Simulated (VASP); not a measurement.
# MgCd2O3 (P6/mmm) in VASP: a series of runs

MgCd2O3 is run at these levels: PBE; tasks: single point, relaxation of cell and atoms.

Program: VASP 6.6.1. These are calculated values, not measurements. Logs are shortened: lines on timing, memory, paths and dates and some standing lists are left out, and cuts for length are marked.

### Step 1. The cell of the first run

It takes space group P6/mmm (No. 191, hexagonal). The conventional cell has a = 5.830 Å, b = 5.830 Å, c = 3.093 Å, α = 90.00°, β = 90.00°, γ = 120.00°. Mg (site symmetry 6/mmm) has 2 Mg at 3.09 Å and 12 O at 3.30 Å and 6 Cd at 3.37 Å within 4.1 Å. Within 3.0 Å of Cd (site symmetry -6m2) lie 6 O at 2.29 Å. O (site symmetry mmm) has 4 Cd at 2.29 Å and 4 O at 2.92 Å within 3.0 Å.

### Step 2. Single point, PBE

INCAR reads:

```
SYSTEM = MgCd2O3
ALGO = Normal
EDIFF = 1E-7
ENCUT = 520
GGA = PE
ISIF = 2
ISMEAR = 0
LASPH = .TRUE.
LCHARG = .FALSE.
LREAL = .FALSE.
LWAVE = .FALSE.
NBANDS = 31
NELM = 60
PREC = Accurate
SIGMA = 0.1
```

KPOINTS reads:

```
k-points
0
G
  3 3 6
  0 0 0
```

POSCAR reads:

```
MgCd2O3
1.0
    5.8303057185      0.0000000000      0.0000000000
   -2.9151528593      5.0491928641      0.0000000000
    0.0000000000      0.0000000000      3.0934932474
Mg Cd O
1 2 3
Direct
    0.0000000000      0.0000000000      0.0000000000
    0.6666666667      0.3333333333      0.0000000000
    0.3333333333      0.6666666667      0.0000000000
    0.5000000000      0.0000000000      0.5000000000
    0.5000000000      0.5000000000      0.5000000000
    0.0000000000      0.5000000000      0.5000000000
```

Potentials or basis: VASP PAW PBE potentials, release 64 (Mg, Cd, O).

Command:

```console
cat potpaw_PBE.64/Mg/POTCAR potpaw_PBE.64/Cd/POTCAR potpaw_PBE.64/O/POTCAR > POTCAR
mpirun -np 1 vasp_std > vasp.out
```

OUTCAR:

```text
SYSTEM = MgCd2O3
   EDIFF = 1E-7
   ENCUT = 520
   GGA = PE
   ISIF = 2
   ISMEAR = 0
   LASPH = .TRUE.
   LREAL = .FALSE.
   NELM = 60
   PREC = Accurate

 ion  position               nearest neighbor table
   1  0.000  0.000  0.000-   2 3.37   3 3.37   2 3.37   3 3.37   2 3.37   3 3.37
   2  0.667  0.333  0.000-   6 2.29   6 2.29   4 2.29   4 2.29   5 2.29   5 2.29   3 3.37   1 3.37
                             3 3.37   1 3.37   1 3.37   3 3.37
   3  0.333  0.667  0.000-   6 2.29   6 2.29   4 2.29   4 2.29   5 2.29   5 2.29   2 3.37   1 3.37
                             2 3.37   1 3.37   1 3.37   2 3.37
   4  0.500  0.000  0.500-   2 2.29   3 2.29   2 2.29   3 2.29
   5  0.500  0.500  0.500-   2 2.29   3 2.29   2 2.29   3 2.29
   6  0.000  0.500  0.500-   2 2.29   3 2.29   2 2.29   3 2.29

  LATTYP: Found a hexagonal cell.
 ALAT       =     5.8303057185
 C/A-ratio  =     0.5305885140

  Lattice vectors:

 A1 = (   5.8303057185,   0.0000000000,   0.0000000000)
 A2 = (  -2.9151528593,   5.0491928641,   0.0000000000)
 A3 = (   0.0000000000,   0.0000000000,   3.0934932474)

Analysis of symmetry for initial positions (statically):
=====================================================================
 Subroutine PRICEL returns:
 Original cell was already a primitive cell.

 Routine SETGRP: Setting up the symmetry group for a
 hexagonal supercell.

 Subroutine GETGRP returns: Found 24 space group operations
 (whereof 24 operations were pure point group operations)
 out of a pool of 24 trial point group operations.

The static configuration has the point symmetry D_6h.

Analysis of symmetry for dynamics (positions and initial velocities):
=====================================================================
 Subroutine PRICEL returns:
 Original cell was already a primitive cell.

 Routine SETGRP: Setting up the symmetry group for a
 hexagonal supercell.

 Subroutine GETGRP returns: Found 24 space group operations
 (whereof 24 operations were pure point group operations)
 out of a pool of 24 trial point group operations.

The dynamic configuration has the point symmetry D_6h.

 Subroutine INISYM returns: Found 24 space group operations
 (whereof 24 operations are pure point group operations),
 and found     1 'primitive' translations

----------------------------------------------------------------------------------------

                                     Primitive cell

  volume of cell :      91.0673

  direct lattice vectors                    reciprocal lattice vectors
     5.830305719  0.000000000  0.000000000     0.171517592  0.099025728  0.000000000
    -2.915152859  5.049192864  0.000000000     0.000000000  0.198051456  0.000000000
     0.000000000  0.000000000  3.093493247     0.000000000  0.000000000  0.323259151

  length of vectors
     5.830305719  5.830305719  3.093493247     0.198051456  0.198051456  0.323259151

  position of ions in fractional coordinates (direct lattice)
     0.000000000  0.000000000  0.000000000
     0.666666667  0.333333333  0.000000000
     0.333333333  0.666666667  0.000000000
     0.500000000  0.000000000  0.500000000
     0.500000000  0.500000000  0.500000000
     0.000000000  0.500000000  0.500000000

  ion indices of the primitive-cell ions
   primitive index   ion index
                 1           1
                 2           2
                 3           3
                 4           4
                 5           5
                 6           6

----------------------------------------------------------------------------------------

 KPOINTS: k-points

Automatic generation of k-mesh.
 Grid dimensions read from file:
 generate k-points for:    3    3    6

 Generating k-lattice:

  Cartesian coordinates                     Fractional coordinates (reciprocal lattice)
     0.057172531  0.033008576  0.000000000     0.333333333  0.000000000  0.000000000
     0.000000000  0.066017152  0.000000000     0.000000000  0.333333333  0.000000000
     0.000000000  0.000000000  0.053876525     0.000000000  0.000000000  0.166666667

  Length of vectors
     0.066017152  0.066017152  0.053876525

  Shift w.r.t. Gamma in fractional coordinates (k-lattice)
     0.000000000  0.000000000  0.000000000

 Subroutine IBZKPT returns following result:
 ===========================================

 Found     12 irreducible k-points:

 Following reciprocal coordinates:
            Coordinates               Weight
  0.000000  0.000000  0.000000      1.000000
  0.333333  0.000000  0.000000      6.000000
  0.333333  0.333333  0.000000      2.000000
  0.000000  0.000000  0.166667      2.000000
  0.333333  0.000000  0.166667     12.000000
  0.333333  0.333333  0.166667      4.000000
  0.000000  0.000000  0.333333      2.000000
  0.333333  0.000000  0.333333     12.000000
  0.333333  0.333333  0.333333      4.000000
  0.000000  0.000000  0.500000      1.000000
  0.333333  0.000000  0.500000      6.000000
  0.333333  0.333333  0.500000      2.000000
   k-points           NKPTS =     12   k-points in BZ     NKDIM =     12   number of bands    NBANDS=     31
   number of dos      NEDOS =    301   number of ions     NIONS =      6
   total plane-waves  NPLWV =  55296
   dimension x,y,z NGX =    48 NGY =   48 NGZ =   24
   dimension x,y,z NGXF=    96 NGYF=   96 NGZF=   48
   ions per type =               1   2   3
   NGX,Y,Z   is equivalent  to a cutoff of  13.69, 13.69, 12.90 a.u.
   NGXF,Y,Z  is equivalent  to a cutoff of  27.37, 27.37, 25.80 a.u.
 SYSTEM =  MgCd2O3
   PREC   = accura    normal or accurate (medium, high low for compatibility)
   ISTART =      0    job   : 0-new  1-cont  2-samecut
   ICHARG =      2    charge: 1-file 2-atom 10-const
   ISPIN  =      1    spin polarized calculation?
   LNONCOLLINEAR =      F non collinear calculations
   LSORBIT =      F    spin-orbit coupling
   LASPH  =      T    aspherical Exc in radial PAW
   ENCUT  =  520.0 eV  38.22 Ry    6.18 a.u.  10.84 10.84  5.75*2*pi/ulx,y,z
   NELM   =     60;   NELMIN=  2; NELMDL= -5     # of ELM steps
   EDIFF  = 0.1E-06   stopping-criterion for ELM
   LREAL  =      F    real-space projection
   EDIFFG = 0.1E-05   stopping-criterion for IOM
   NSW    =      0    number of steps for IOM
   IBRION =     -1    ionic relax: 0-MD 1-quasi-New 2-CG
   NFREE  =      0    steps in history (QN), initial steepest desc. (CG)
   ISIF   =      2    stress and relaxation
   ISYM   =      2    0-nonsym 1-usesym 2-fastsym
   POTIM  = 0.5000    time-step for ionic-motion
   TEBEG  =    0.0;   TEEND  =   0.0 temperature during run
   PSTRESS=    0.0 pullay stress
   NELECT =      44.0000    total number of electrons
   NUPDOWN=      -1.0000    fix difference up-down
   EMIN   =  10.00;   EMAX   =-10.00  energy-range for DOS
   EFERMI =   0.00;   METHOD = LEGACY
   ISMEAR =     0;   SIGMA  =   0.10  broadening in eV -4-tet -1-fermi 0-gaus
   EFERMI_NEDOS =   21; number of points for ismear=-14 and -15
   IALGO  =     38    algorithm
   IMIX   =      4    mixing-type and parameters
     AMIX     =   0.40;   BMIX     =  1.00
     AMIX_MAG =   1.60;   BMIX_MAG =  1.00
  volume/ion in A,a.u.               =      15.18       102.43
  Fermi-wavevector in a.u.,A,eV,Ry     =   1.284611  2.427562 22.452673  1.650225
  Thomas-Fermi vector in A             =   2.416794
   LORBIT       =      0    0 simple, 1 ext, 2 COOP (PROOUT), +10 PAW based schemes
   GGA     = PE    functional components
   LHFCALC =     F    Hartree Fock is set to
   AEXX    =    0.0000 exact exchange contribution
   IVDW    =     0    specifies the selected vdW correction
   LEPSILON=     F    determine dielectric tensor
   LRPA    =     F    only Hartree local field effects (RPA)
 non-spin polarized calculation
 Gauss-broadening in eV      SIGMA  =   0.10
  energy-cutoff  :      520.00
  volume of cell :       91.07
 maximum number of plane-waves:      2483
 NGX is ok and might be reduce to    48
   NGX = 21   NGY = 21   NGZ = 11

 number of electron      44.0000003 magnetization

 Free energy of the ion-electron system (eV)
  ---------------------------------------------------
  ext. energy  EPLUGINS =         0.00000000
  ---------------------------------------------------
  free energy    TOTEN  =       -20.84921584 eV

  energy without entropy =      -20.83001990  energy(sigma->0) =      -20.83961787

 E-fermi :   1.6107     XC(G=0): -10.2135

 val. band max:        1.5385347098   @ k =   0.0000   0.0000   0.0000
 cond. band min:       1.6887118352   @ k =   0.3333   0.0000   0.1667
 fundamental gap:      0.1501771254
 Fermi energy:         1.6107401640

 k-point     1 :       0.0000    0.0000    0.0000
  band No.  band energies     occupation
      1     -15.6903      2.00000
      2     -14.8454      2.00000
      3     -14.8454      2.00000
      4      -6.2293      2.00000
      5      -5.5311      2.00000
      6      -5.3301      2.00000
[... 23 lines left out ...]
     30      13.0042      0.00000
     31      13.5870      0.00000

 k-point     2 :       0.3333    0.0000    0.0000
  band No.  band energies     occupation
      1     -15.5264      2.00000
      2     -15.0441      2.00000
      3     -14.8482      2.00000
      4      -6.0223      2.00000
      5      -5.6338      2.00000
      6      -5.3569      2.00000
[... 23 lines left out ...]
     30      11.2470      0.00000
     31      12.8358      0.00000

 k-point     3 :       0.3333    0.3333    0.0000
  band No.  band energies     occupation
      1     -15.2924      2.00000
      2     -15.2924      2.00000
      3     -14.8524      2.00000
      4      -5.7997      2.00000
      5      -5.7997      2.00000
      6      -5.4666      2.00000
[... 295 lines left out ...]
     30      10.3393      0.00000
     31      10.4866      0.00000

 k-point    12 :       0.3333    0.3333    0.5000
  band No.  band energies     occupation
      1     -14.9267      2.00000
      2     -14.9267      2.00000
      3     -14.7463      2.00000
      4      -5.7080      2.00000
      5      -5.6634      2.00000
      6      -5.4682      2.00000
[... 23 lines left out ...]
     30       9.3754      0.00000
     31      12.8908      0.00000

------------------------ aborting loop because EDIFF is reached ----------------------------------------

  FORCE on cell =-STRESS in cart. coord.  units (eV):
  Direction    XX          YY          ZZ          XY          YZ          ZX
  --------------------------------------------------------------------------------------
  -------------------------------------------------------------------------------------
  Total        0.4642265      0.4642265      0.8560851     -0.0000000     -0.0000000      0.0000000
  in kB        8.1672920      8.1672920     15.0613896     -0.0000000     -0.0000000      0.0000000
  external PRESSURE =      10.4653246 kB  Pullay stress =       0.0000000 kB

 VOLUME and BASIS-vectors are now :
 -----------------------------------------------------------------------------
  energy-cutoff  :      520.00
  volume of cell :       91.07
      direct lattice vectors                 reciprocal lattice vectors
     5.830305719  0.000000000  0.000000000     0.171517592  0.099025728  0.000000000
    -2.915152859  5.049192864  0.000000000     0.000000000  0.198051456  0.000000000
     0.000000000  0.000000000  3.093493247     0.000000000  0.000000000  0.323259151

 POSITION                                       TOTAL-FORCE (eV/Angst)
 -----------------------------------------------------------------------------------
      0.00000      0.00000      0.00000         0.000000      0.000000      0.000000
      2.91515      1.68306      0.00000         0.000000      0.000000      0.000000
     -0.00000      3.36613      0.00000        -0.000000      0.000000      0.000000
      2.91515      0.00000      1.54675         0.000000      0.000000      0.000000
      1.45758      2.52460      1.54675         0.000000      0.000000      0.000000
     -1.45758      2.52460      1.54675         0.000000      0.000000      0.000000
 -----------------------------------------------------------------------------------
    total drift:                               -0.000000      0.000000     -0.000000

  FREE ENERGIE OF THE ION-ELECTRON SYSTEM (eV)
  ---------------------------------------------------
  free  energy   TOTEN  =       -20.8492158386 eV

  energy  without entropy=      -20.8300199019  energy(sigma->0) =      -20.83961787
```

Wall time 20 s (1 thread of Intel Xeon 6975P-C (Granite Rapids), shared host); peak memory 0.23 GiB.

What came out:

| Property | Result |
| --- | --- |
| Free energy | -20.8492 eV |
| Pressure | 1.0 GPa |
| Band gap on the k mesh | zero (band 22 reaches 1.84 eV, above the bottom of band 23 at 1.14 eV) |

Levels at points of the mesh, in eV from the Fermi level:
```
           k point  band 20  band 21  band 22  band 23  band 24  band 25
(0.00, 0.00, 0.00)    -0.57    -0.57    -0.07    -0.07     2.65     4.89
(0.00, 0.00, 0.50)    -0.46     0.23     0.23     1.42     2.44     4.20
```

Caveat: the k points lie up to 0.41 Å⁻¹ apart.

### Step 3. Single point, PBE

INCAR reads:

```
PREC = Accurate ; ENCUT = 520
EDIFF = 1E-7 ; ISMEAR = 0
SIGMA = 0.1 ; LREAL = F
LASPH = T ; NELM = 100
ALGO = Normal ; ISIF = 2
LWAVE = F ; LCHARG = F
GGA = PE ; NBANDS = 31
```

KPOINTS reads:

```
Automatic mesh
0
Gamma
  6 6 12
```

Changes to POSCAR since step 2:

```diff
@@ -2,5 +2,5 @@
 1.0
-    5.8303057185      0.0000000000      0.0000000000
-   -2.9151528593      5.0491928641      0.0000000000
-    0.0000000000      0.0000000000      3.0934932474
+    5.8209225606      0.0000000000      0.0000000000
+   -2.9104612803      5.0410668109      0.0000000000
+    0.0000000000      0.0000000000      3.0983368468
 Mg Cd O
```

Potentials or basis: VASP PAW PBE potentials, release 64 (Mg, Cd, O).

Command:

```console
cat potpaw_PBE.64/Mg/POTCAR potpaw_PBE.64/Cd/POTCAR potpaw_PBE.64/O/POTCAR > POTCAR
mpirun -np 1 vasp_std > vasp.out
```

It took 66 s on 1 thread of Intel Xeon 6975P-C (Granite Rapids), shared host; peak memory 0.29 GiB.

It converged, with:

* Free energy: -20.8759 eV
* Pressure: 1.0 GPa
* Band gap on the k mesh: zero (band 22 reaches 1.85 eV, above the bottom of band 23 at 1.15 eV)

Stress tensor (GPa, compression positive):
```
0.86 0.00 0.00
0.00 0.86 0.00
0.00 0.00 1.43
```

Levels at points of the mesh, in eV from the Fermi level:
```tsv
k point	band 19	band 20	band 21	band 22	band 23	band 24	band 25	band 26
(0.00, 0.00, 0.00)	-0.77	-0.62	-0.62	-0.11	-0.11	2.61	4.85	4.85
(0.50, 0.00, 0.00)	-1.23	-0.68	-0.65	-0.11	0.25	1.70	3.77	5.01
(0.00, 0.00, 0.50)	-1.74	-0.50	0.18	0.18	1.38	2.39	4.15	4.35
(0.50, 0.00, 0.50)	-1.39	-1.37	-0.90	0.17	1.83	2.45	5.10	5.12
```

(Continued in part 2 of 2.)
